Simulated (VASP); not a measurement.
The system is TiAl.

```
CELL_PARAMETERS angstrom
3.17906 0.00000 0.00000
0.00000 3.17906 0.00000
0.00000 0.00000 3.17906
ATOMIC_POSITIONS crystal
Ti 0.00000 0.00000 0.00000
Al 0.50000 0.50000 0.50000
```

| Property | Result |
| --- | --- |
| Program | VASP 6.6.1 |
| Task | relaxation of cell and atoms |
| Functional | BLYP |
| Potentials or basis | VASP PAW PBE potentials, release 64 (Ti_sv, Al) |
| Cutoff | 600 eV |
| k mesh | 8 × 8 × 8 |
| Occupations | fermi-dirac, width 0.05 eV |
| Spin | no spin polarisation |

At the start: pressure 3.9 GPa; volume 16.06 Å³/atom.

**Question.** Where does the relaxation end?

**Answer.** Over 3 steps the energy falls by 7.2 meV/atom and the volume is 16.67 Å³/atom (+3.7 %); space group Pm-3m (No. 221, to 0.05 Å).

Step by step:
```csv
step,energy change (eV),largest force (eV/Å),pressure (GPa),volume (Å³)
1,0.0000,0.0000,3.95,32.13
2,-0.0102,0.0000,-1.92,34.01
3,-0.0144,0.0000,0.00,33.33
```

Final structure:
```xyz
2
Lattice="3.2182 0.0000 0.0000 0.0000 3.2182 0.0000 0.0000 0.0000 3.2182" Properties=species:S:1:pos:R:3 pbc="T T T"
Ti    0.0000    0.0000    0.0000
Al    1.6091    1.6091    1.6091
```

Caveat: the PAW data sets were made with another functional, which shifts forces and pressure a little.
